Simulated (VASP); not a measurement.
BiTe, 2 atoms in the cell. The structure is trigonal, space group R-3m (No. 166). The conventional cell has a = 4.773 Å, b = 4.773 Å, c = 10.101 Å, α = 90.00°, β = 90.00°, γ = 120.00°. Within 4.2 Å of Bi (site symmetry -3m) lie 6 Te at 3.23 Å. Te (site symmetry -3m) has 6 Bi at 3.23 Å within 4.2 Å.  This cell differs from its parent crystal: strain -0.015 along x and y, +0.015 along z.

| Quantity | Value |
| --- | --- |
| Program | VASP 6.6.1 |
| Task | single point |
| Functional | PBE |
| Potentials or basis | VASP PAW PBE potentials, release 64 (Bi_d, Te) |
| Cutoff | 520 eV |
| k mesh | 12 × 12 × 12 |
| Occupations | gaussian, width 0.15 eV |
| Spin | no spin polarisation |
| Dipole correction | no |
| Further INCAR settings | ALGO = Normal; EDIFF = 1e-06; NBANDS = 18 |

Potentials or basis: VASP PAW PBE potentials, release 64 (Bi_d, Te).

Launch:

```sh
$ cat potpaw_PBE.64/Bi_d/POTCAR potpaw_PBE.64/Te/POTCAR > POTCAR
$ mpirun -np 1 vasp_std > vasp.out
```

Hardware: 1 thread of Intel(R) Xeon(R) Platinum 8488C (Sapphire Rapids) (shared host).

Problem. How long does it take, and how much memory?

Solution. It took 85 s on 1 thread of Intel(R) Xeon(R) Platinum 8488C (Sapphire Rapids), on a shared host, peak memory 0.35 GiB. Counts: scf iterations 12, k points 189.
